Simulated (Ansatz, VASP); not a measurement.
## SnTe: VASP beside Ansatz

Contents of POSCAR:

```
SnTe
1.0
    0.0000000000      3.1861486200      3.1861486200
    3.1861486200      0.0000000000      3.1861486200
    3.1861486200      3.1861486200      0.0000000000
Sn Te
1 1
Direct
    0.0000000000      0.0000000000      0.0000000000
    0.5000000000      0.5000000000      0.5000000000
```

Contents of INCAR.step1:

```
SYSTEM = SnTe
ALGO = Normal ; EDIFF = 1E-4
ENCUT = 520 ; GGA = PE
ISMEAR = -1 ; LASPH = .TRUE.
LCHARG = .FALSE. ; LREAL = .FALSE.
LWAVE = .TRUE. ; NBANDS = 17
NELM = 80 ; PREC = Accurate
SIGMA = 0.1
```

INCAR.step2

```
SYSTEM = SnTe
ALGO = Normal ; EDIFF = 1E-6
ENCUT = 520 ; ISIF = 2
ISMEAR = -1 ; ISTART = 1
LASPH = .TRUE. ; LCHARG = .FALSE.
LMIXTAU = .TRUE. ; LREAL = .FALSE.
LWAVE = .FALSE. ; METAGGA = R2SCAN
NBANDS = 17 ; NELM = 80
PREC = Accurate ; SIGMA = 0.1
```

Contents of KPOINTS:

```
k-points
0
G
  9 9 9
  0 0 0
```

Input for Ansatz:

```yaml
crystal:
  lattice:
    - [0.0, 3.18614862, 3.18614862]
    - [3.18614862, 0.0, 3.18614862]
    - [3.18614862, 3.18614862, 0.0]
  atoms:
    - { symbol: Sn, position: [0.0, 0.0, 0.0] }
    - { symbol: Te, position: [0.5, 0.5, 0.5] }
  symmetry: { tolerance: 0.0003 }
hamiltonian:
  xc: r2scan
  pseudopotentials: { kind: paw, azcp: { folder: soft_1 } }
basis:
  ecutwfc: 500
magnetization:
  spin_polarized: false
scf:
  occupations: { method: fermi_dirac, width: 0.1 }
kpoints:
  mp_grid: { grid: [9, 9, 9], shift: [0, 0, 0] }
  band_path:
    path:
      - [0.0, 0.0, 0.0]
      - [0.5, 0.0, 0.5]
      - [0.625, 0.25, 0.625]
      - [0.375, 0.375, 0.75]
      - [0.0, 0.0, 0.0]
      - [0.5, 0.5, 0.5]
      - [0.5, 0.25, 0.75]
      - [0.5, 0.0, 0.5]
    npoints: 15
output:
  forces: true
  stress: true
  eigenvalues: true
  bader: true
  populations: true
  elf: true
  write_potential: true
  write_density: true
  volumetric_format: npy
  dos:
    e_range: [-12, 8]
    de: 0.05
    projected: { site_lists: { Sn: [Sn], Te: [Te] } }
```

Alike in both runs: task single point; functional r2SCAN; k mesh 9 × 9 × 9; occupations fermi-dirac, width 0.1 eV; no spin polarisation.

```csv
,VASP,Ansatz
version,VASP 6.6.1,Ansatz 0.2.0
potentials or method,"VASP PAW PBE potentials, release 64 (Sn_d, Te), cutoff 520 eV",PAW plane waves
valence electrons in the cell,20,30
```

Ansatz gave:

| Property | Result |
| --- | --- |
| pressure (GPa) | 0.0 |

Question: Which values does VASP return?

Answer: Pressure (GPa): -0.1.

VASP's potentials were made for PBE, not for r2SCAN. VASP's potentials hold 20 valence electrons a cell and Ansatz's 30, so a difference there can come from the potentials and not from the codes.

Spin-orbit coupling is off throughout.
